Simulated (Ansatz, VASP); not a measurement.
AlRu in VASP and in Ansatz

```
Al Ru
1.0
     2.99160    0.00000    0.00000
     0.00000    2.99160    0.00000
     0.00000    0.00000    3.02152
Al Ru
1 1
Direct
  0.00000 0.00000 0.00000
  0.50000 0.50000 0.50000
```

Change from the starting cell: zz strain of +1 %.

Alike in both runs: task single point; functional PBEsol; k mesh 12 × 12 × 12; occupations fermi-dirac, width 0.05 eV; no spin polarisation.

|  | VASP | Ansatz |
| --- | --- | --- |
| version | VASP 6.6.1 | Ansatz 0.2.0 |
| potentials or method | VASP PAW PBE potentials, release 64 (Al, Ru_pv), cutoff 520 eV | all-electron LAPW, scalar-relativistic |

```tsv
	VASP	Ansatz	Ansatz less VASP
pressure (GPa)	-5.3	-5.4	-0.09
traceless stress, the component that is largest in VASP (GPa)	-1.15	-1.14	+0.006
```

VASP's potentials were made for PBE, not for PBEsol. Ansatz ran all-electron here, and VASP with PAW potentials.
